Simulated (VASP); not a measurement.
# Sr (Fm-3m) in VASP: a series of runs

Sr is run at these levels: PBE; tasks: relaxation of cell and atoms, single point.

Everything below comes from runs of VASP 6.6.1. Logs are shortened: lines on timing, memory, paths and dates and some standing lists are left out, and cuts for length are marked.

## 1. The cell of the first run

The structure is cubic, space group Fm-3m (No. 225). Conventional cell: a = 6.038 Å, b = 6.038 Å, c = 6.038 Å, α = 90.00°, β = 90.00°, γ = 90.00°. Sr (site symmetry m-3m) has 12 Sr at 4.27 Å within 5.6 Å.

## 2. Relaxation of cell and atoms, PBE

INCAR

```
PREC = Accurate ; ENCUT = 600
EDIFF = 1E-6 ; ISMEAR = -1
SIGMA = 0.1 ; LREAL = F
LASPH = T ; NELM = 60
ALGO = Normal ; ISIF = 3
LWAVE = F ; LCHARG = F
GGA = PE ; IBRION = 2
NSW = 60 ; EDIFFG = -0.005
```

KPOINTS

```
Automatic mesh
0
Gamma
  11 11 11
```

POSCAR

```
Sr
1.0
    0.0000000000      3.0191369257      3.0191369257
    3.0191369257      0.0000000000      3.0191369257
    3.0191369257      3.0191369257      0.0000000000
Sr
1
Direct
    0.0000000000      0.0000000000      0.0000000000
```

Potentials or basis: VASP PAW PBE potentials, release 64 (Sr_sv).

Launch:

```sh
cat potpaw_PBE.64/Sr_sv/POTCAR > POTCAR
mpirun -np 1 vasp_std > vasp.out
```

OUTCAR:

```text
PREC = Accurate
   ENCUT = 600
   EDIFF = 1E-6
   ISMEAR = -1
   LREAL = F
   LASPH = T
   NELM = 60
   ISIF = 3
   GGA = PE
   IBRION = 2
   NSW = 60
   EDIFFG = -0.005

 ion  position               nearest neighbor table
   1  0.000  0.000  0.000-

  LATTYP: Found a face centered cubic cell.
 ALAT       =     6.0382738514

  Lattice vectors:

 A1 = (   0.0000000000,   3.0191369257,   3.0191369257)
 A2 = (   3.0191369257,   0.0000000000,   3.0191369257)
 A3 = (   3.0191369257,   3.0191369257,   0.0000000000)

Analysis of symmetry for initial positions (statically):
=====================================================================
 Subroutine PRICEL returns:
 Original cell was already a primitive cell.

 Routine SETGRP: Setting up the symmetry group for a
 face centered cubic supercell.

 Subroutine GETGRP returns: Found 48 space group operations
 (whereof 48 operations were pure point group operations)
 out of a pool of 48 trial point group operations.

The static configuration has the point symmetry O_h .

Analysis of symmetry for dynamics (positions and initial velocities):
=====================================================================
 Subroutine PRICEL returns:
 Original cell was already a primitive cell.

 Routine SETGRP: Setting up the symmetry group for a
 face centered cubic supercell.

 Subroutine GETGRP returns: Found 48 space group operations
 (whereof 48 operations were pure point group operations)
 out of a pool of 48 trial point group operations.

The dynamic configuration has the point symmetry O_h .

 Subroutine INISYM returns: Found 48 space group operations
 (whereof 48 operations are pure point group operations),
 and found     1 'primitive' translations

----------------------------------------------------------------------------------------

                                     Primitive cell

  volume of cell :      55.0400

  direct lattice vectors                    reciprocal lattice vectors
     0.000000000  3.019136926  3.019136926    -0.165610243  0.165610243  0.165610243
     3.019136926  0.000000000  3.019136926     0.165610243 -0.165610243  0.165610243
     3.019136926  3.019136926  0.000000000     0.165610243  0.165610243 -0.165610243

  length of vectors
     4.269704387  4.269704387  4.269704387     0.286845355  0.286845355  0.286845355

  position of ions in fractional coordinates (direct lattice)
     0.000000000  0.000000000  0.000000000

  ion indices of the primitive-cell ions
   primitive index   ion index
                 1           1

----------------------------------------------------------------------------------------

 KPOINTS: Automatic mesh

Automatic generation of k-mesh.
 Grid dimensions read from file:
 generate k-points for:   11   11   11

 Generating k-lattice:

  Cartesian coordinates                     Fractional coordinates (reciprocal lattice)
    -0.015055477  0.015055477  0.015055477     0.090909091  0.000000000  0.000000000
     0.015055477 -0.015055477  0.015055477     0.000000000  0.090909091  0.000000000
     0.015055477  0.015055477 -0.015055477     0.000000000  0.000000000  0.090909091

  Length of vectors
     0.026076850  0.026076850  0.026076850

  Shift w.r.t. Gamma in fractional coordinates (k-lattice)
     0.000000000  0.000000000  0.000000000

 Subroutine IBZKPT returns following result:
 ===========================================

 Found     56 irreducible k-points:

 Following reciprocal coordinates:
            Coordinates               Weight
  0.000000  0.000000  0.000000      1.000000
  0.090909  0.000000  0.000000      8.000000
  0.181818  0.000000  0.000000      8.000000
  0.272727  0.000000  0.000000      8.000000
  0.363636  0.000000  0.000000      8.000000
  0.454545  0.000000  0.000000      8.000000
[... 16 lines left out ...]
 -0.272727  0.181818  0.000000     24.000000
 -0.181818  0.181818  0.000000     12.000000
 [... further k-points ...]
   k-points           NKPTS =     56   k-points in BZ     NKDIM =     56   number of bands    NBANDS=      9
   number of dos      NEDOS =    301   number of ions     NIONS =      1
   total plane-waves  NPLWV =  46656
   dimension x,y,z NGX =    36 NGY =   36 NGZ =   36
   dimension x,y,z NGXF=    72 NGYF=   72 NGZF=   72
   ions per type =               1
   NGX,Y,Z   is equivalent  to a cutoff of  14.02, 14.02, 14.02 a.u.
   NGXF,Y,Z  is equivalent  to a cutoff of  28.03, 28.03, 28.03 a.u.
 SYSTEM =  unknown system
   PREC   = accura    normal or accurate (medium, high low for compatibility)
   ISTART =      0    job   : 0-new  1-cont  2-samecut
   ICHARG =      2    charge: 1-file 2-atom 10-const
   ISPIN  =      1    spin polarized calculation?
   LNONCOLLINEAR =      F non collinear calculations
   LSORBIT =      F    spin-orbit coupling
   LASPH  =      T    aspherical Exc in radial PAW
   ENCUT  =  600.0 eV  44.10 Ry    6.64 a.u.   8.53  8.53  8.53*2*pi/ulx,y,z
   NELM   =     60;   NELMIN=  2; NELMDL= -5     # of ELM steps
   EDIFF  = 0.1E-05   stopping-criterion for ELM
   LREAL  =      F    real-space projection
   EDIFFG = -.5E-02   stopping-criterion for IOM
   NSW    =     60    number of steps for IOM
   IBRION =      2    ionic relax: 0-MD 1-quasi-New 2-CG
   NFREE  =      1    steps in history (QN), initial steepest desc. (CG)
   ISIF   =      3    stress and relaxation
   ISYM   =      2    0-nonsym 1-usesym 2-fastsym
   POTIM  = 0.5000    time-step for ionic-motion
   TEBEG  =    0.0;   TEEND  =   0.0 temperature during run
   PSTRESS=    0.0 pullay stress
   NELECT =      10.0000    total number of electrons
   NUPDOWN=      -1.0000    fix difference up-down
   EMIN   =  10.00;   EMAX   =-10.00  energy-range for DOS
   EFERMI =   0.00;   METHOD = LEGACY
   ISMEAR =    -1;   SIGMA  =   0.10  broadening in eV -4-tet -1-fermi 0-gaus
   EFERMI_NEDOS =   21; number of points for ismear=-14 and -15
   IALGO  =     38    algorithm
   IMIX   =      4    mixing-type and parameters
     AMIX     =   0.40;   BMIX     =  1.00
     AMIX_MAG =   1.60;   BMIX_MAG =  1.00
  volume/ion in A,a.u.               =      55.04       371.43
  Fermi-wavevector in a.u.,A,eV,Ry     =   0.927218  1.752189 11.697390  0.859734
  Thomas-Fermi vector in A             =   2.053265
   LORBIT       =      0    0 simple, 1 ext, 2 COOP (PROOUT), +10 PAW based schemes
   GGA     = PE    functional components
   LHFCALC =     F    Hartree Fock is set to
   AEXX    =    0.0000 exact exchange contribution
   IVDW    =     0    specifies the selected vdW correction
   LEPSILON=     F    determine dielectric tensor
   LRPA    =     F    only Hartree local field effects (RPA)
 conjugate gradient relaxation of ions
 non-spin polarized calculation
  energy-cutoff  :      600.00
  volume of cell :       55.04
 maximum number of plane-waves:      1857
 NGX is ok and might be reduce to    36
   NGX = 17   NGY = 17   NGZ = 17

 number of electron      10.0000000 magnetization

 Free energy of the ion-electron system (eV)
  ---------------------------------------------------
  ext. energy  EPLUGINS =         0.00000000
  ---------------------------------------------------
  free energy    TOTEN  =        -1.65942040 eV

  energy without entropy =       -1.61774250  energy(sigma->0) =       -1.63858145

 E-fermi :   1.5593     XC(G=0):  -7.3476

 val. band max:        1.5583594949   @ k =  -0.3636   0.3636   0.0000
 cond. band min:       1.6132140858   @ k =  -0.4545   0.1818   0.0000
 fundamental gap:      0.0548545909
 Fermi energy:         1.5592907460

 k-point     1 :       0.0000    0.0000    0.0000
  band No.  band energies     occupation
      1     -35.0384      2.00000
      2     -16.9266      2.00000
      3     -16.9266      2.00000
      4     -16.9266      2.00000
      5      -2.0633      2.00000
      6       3.9238      0.00000
      7       3.9238      0.00000
      8       3.9238      0.00000
      9       5.3894      0.00000

 k-point     2 :       0.0909    0.0000    0.0000
  band No.  band energies     occupation
      1     -35.0373      2.00000
      2     -16.9425      2.00000
      3     -16.9287      2.00000
      4     -16.9287      2.00000
      5      -1.9305      2.00000
      6       3.7184      0.00000
      7       3.9859      0.00000
      8       3.9859      0.00000
      9       5.3073      0.00000

 k-point     3 :       0.1818    0.0000    0.0000
  band No.  band energies     occupation
      1     -35.0344      2.00000
      2     -16.9847      2.00000
      3     -16.9344      2.00000
      4     -16.9344      2.00000
      5      -1.5472      2.00000
      6       3.2467      0.00000
      7       4.0915      0.00000
      8       4.0915      0.00000
      9       5.2161      0.00000

 k-point     4 :       0.2727    0.0000    0.0000
  band No.  band energies     occupation
      1     -35.0305      2.00000
      2     -17.0392      2.00000
      3     -16.9419      2.00000
      4     -16.9419      2.00000
      5      -0.9609      2.00000
      6       2.7074      0.00002
      7       4.0455      0.00000
      8       4.0455      0.00000
      9       5.4254      0.00000
[... 205 lines left out ...]
 k-point    22 :      -0.3636    0.1818    0.0000
  band No.  band energies     occupation
      1     -35.0236      2.00000
      2     -17.0927      2.00000
      3     -16.9953      2.00000
      4     -16.9579      2.00000
      5       0.5986      1.99987
      6       1.9179      0.05394
      7       3.0734      0.00000
      8       4.1622      0.00000
      9       5.7774      0.00000

 k-point    23 :      -0.2727    0.1818    0.0000
  band No.  band energies     occupation
      1     -35.0259      2.00000
      2     -17.0665      2.00000
      3     -16.9891      2.00000
      4     -16.9488      2.00000
      5      -0.0947      2.00000
      6       2.4035      0.00043
      7       3.1872      0.00000
      8       4.2886      0.00000
      9       5.1430      0.00000

 k-point    24 :      -0.1818    0.1818    0.0000
  band No.  band energies     occupation
      1     -35.0292      2.00000
      2     -17.0342      2.00000
      3     -16.9719      2.00000
      4     -16.9402      2.00000
      5      -0.7555      2.00000
      6       2.7462      0.00001
      7       3.5535      0.00000
      8       4.5171      0.00000
      9       4.6279      0.00000

 [... further k-points ...]
[... 5 lines left out ...]
  --------------------------------------------------------------------------------------
  -------------------------------------------------------------------------------------
  Total        0.0027574      0.0027574      0.0027574      0.0000000      0.0000000     -0.0000000
  in kB        0.0802651      0.0802651      0.0802651      0.0000000      0.0000000     -0.0000000
  external PRESSURE =       0.0802651 kB  Pullay stress =       0.0000000 kB

 VOLUME and BASIS-vectors are now :
 -----------------------------------------------------------------------------
  energy-cutoff  :      600.00
  volume of cell :       55.04
      direct lattice vectors                 reciprocal lattice vectors
     0.000000000  3.019136926  3.019136926    -0.165610243  0.165610243  0.165610243
     3.019136926  0.000000000  3.019136926     0.165610243 -0.165610243  0.165610243
     3.019136926  3.019136926  0.000000000     0.165610243  0.165610243 -0.165610243

 POSITION                                       TOTAL-FORCE (eV/Angst)
 -----------------------------------------------------------------------------------
      0.00000      0.00000      0.00000        -0.000000      0.000000     -0.000000
 -----------------------------------------------------------------------------------
    total drift:                               -0.000000     -0.000000     -0.000000

  FREE ENERGIE OF THE ION-ELECTRON SYSTEM (eV)
  ---------------------------------------------------
  free  energy   TOTEN  =        -1.6594204043 eV

  energy  without entropy=       -1.6177424981  energy(sigma->0) =       -1.63858145

 reached required accuracy - stopping structural energy minimisation
```

It took 18 s on 1 thread of AMD EPYC 9R45 (Zen 5), shared host; peak memory 0.19 GiB.

What came out:

```
Free energy             : -1.6594 eV
Pressure after relaxing : 0.0 GPa
Band gap on the k mesh  : zero (band 5 reaches 1.63 eV, above the bottom of band 6 at 1.61 eV)
```

Final structure:
```xyz
1
Lattice="0.0000 3.0191 3.0191 3.0191 0.0000 3.0191 3.0191 3.0191 0.0000" Properties=species:S:1:pos:R:3 pbc="T T T"
Sr    0.0000    0.0000    0.0000
```

Caveat: the relaxation stopped at its first step, so nothing moved.

## 3. Single point, PBE (volume scaled by 0.615, to set the pressure)

INCAR

```
SYSTEM = Sr
PREC = Accurate ; ENCUT = 500
EDIFF = 1E-6 ; ISMEAR = -1
SIGMA = 0.1 ; LREAL = .False.
LASPH = .True. ; NELM = 120
ALGO = Normal ; ISIF = 2
LWAVE = .False. ; LCHARG = .True.
GGA = PE ; LELF = .True.
LVHAR = .True. ; NBANDS = 11
GGA_COMPAT = .False.
```

KPOINTS

```
regular mesh
0
Gamma
  13 13 13
  0 0 0
```

POSCAR

```
Sr
1.0
    0.0000000000      2.5674846065      2.5674846065
    2.5674846065      0.0000000000      2.5674846065
    2.5674846065      2.5674846065      0.0000000000
Sr
1
Direct
    0.0000000000      0.0000000000      0.0000000000
```

Potentials or basis: VASP PAW PBE potentials, release 64 (Sr_sv).

Launch:

```sh
cat potpaw_PBE.64/Sr_sv/POTCAR > POTCAR
mpirun -np 1 vasp_std > vasp.out
```

Run time: 46 s. Hardware: 1 thread of Intel Xeon 8259CL, shared host; peak memory 0.17 GiB.

The run converged. Its results:

```
Free energy            : -1.0823 eV
Pressure               : 12.0 GPa
Band gap on the k mesh : zero (band 5 reaches 3.53 eV, above the bottom of band 6 at 3.34 eV)
```

Levels at points of the mesh, in eV from the Fermi level:
```
           k point  band 1  band 2  band 3  band 4  band 5  band 6  band 7  band 8  band 9  band 10
(0.00, 0.00, 0.00)  -35.80  -17.41  -17.41  -17.41   -4.14    2.88    2.88    2.88    5.32     5.32
```

Caveat: the cell differs from its parent crystal (volume scaled by 0.615, to set the pressure).
